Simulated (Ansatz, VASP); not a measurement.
Pb in VASP and in Ansatz

Contents of INCAR:

```
SYSTEM = Pb
PREC     = Accurate       ! precision mode
ENCUT    = 520            ! plane-wave cutoff, eV
EDIFF    = 1E-8           ! SCF threshold, eV
ISMEAR   = -1             ! smearing method
SIGMA    = 0.05           ! smearing width, eV
LREAL    = .FALSE.        ! projectors in reciprocal space
LASPH    = .TRUE.         ! aspherical terms in the spheres
NELM     = 100            ! most SCF steps
ALGO     = Normal         ! electronic algorithm
ISIF     = 2              ! what is computed and relaxed
LWAVE    = .FALSE.        ! write WAVECAR
LCHARG   = .FALSE.        ! write CHGCAR
LEFG     = .TRUE.       
NBANDS   = 21             ! bands
```

KPOINTS

```
Automatic mesh
0
G
  8 8 8
  0 0 0
```

POSCAR

```
Pb
1.0
    0.0000000000      3.4953871275      3.4953871275
    3.4953871275      0.0000000000      3.4953871275
    3.4953871275      3.4953871275      0.0000000000
Pb
2
Direct
    0.0000000000      0.0000000000      0.0000000000
    0.2500000000      0.2500000000      0.2500000000
```

Input for Ansatz:

```yaml
crystal:
  lattice:
    - [0.0, 3.4953871275, 3.4953871275]
    - [3.4953871275, 0.0, 3.4953871275]
    - [3.4953871275, 3.4953871275, 0.0]
  atoms:
    - { symbol: Pb, position: [0.0, 0.0, 0.0] }
    - { symbol: Pb, position: [0.25, 0.25, 0.25] }
kpoints:
  mp_grid: { grid: [8, 8, 8] }
scf:
  occupations: { method: fermi_dirac, width: 0.05 }
hamiltonian:
  xc: lda
  pseudopotentials: { kind: all_electron, datasets: crystal }
output:
  forces: true
  stress: true
  eigenvalues: true
  efg: { contact_densities: true }
```

Change from the starting cell: volume scaled by 1.05, crystal datasets.

Alike in both runs: task electric field gradients; functional LDA; k mesh 8 × 8 × 8; occupations fermi-dirac, width 0.05 eV; no spin polarisation.

```csv
,VASP,Ansatz
version,VASP 6.6.1,Ansatz 0.2.0
potentials or method,"VASP PAW LDA potentials, release 64 (Pb_d), cutoff 520 eV","all-electron PAW with datasets made for the crystal, scalar-relativistic"
```

|  | VASP | Ansatz | Ansatz less VASP |
| --- | --- | --- | --- |
| pressure (GPa) | -2.0 | -2.0 | -0.01 |

LDA's correlation is that of Perdew and Zunger in VASP and of Perdew and Wang (1992) in Ansatz. Ansatz ran all-electron here, and VASP with PAW potentials.

Spin-orbit coupling is off throughout.
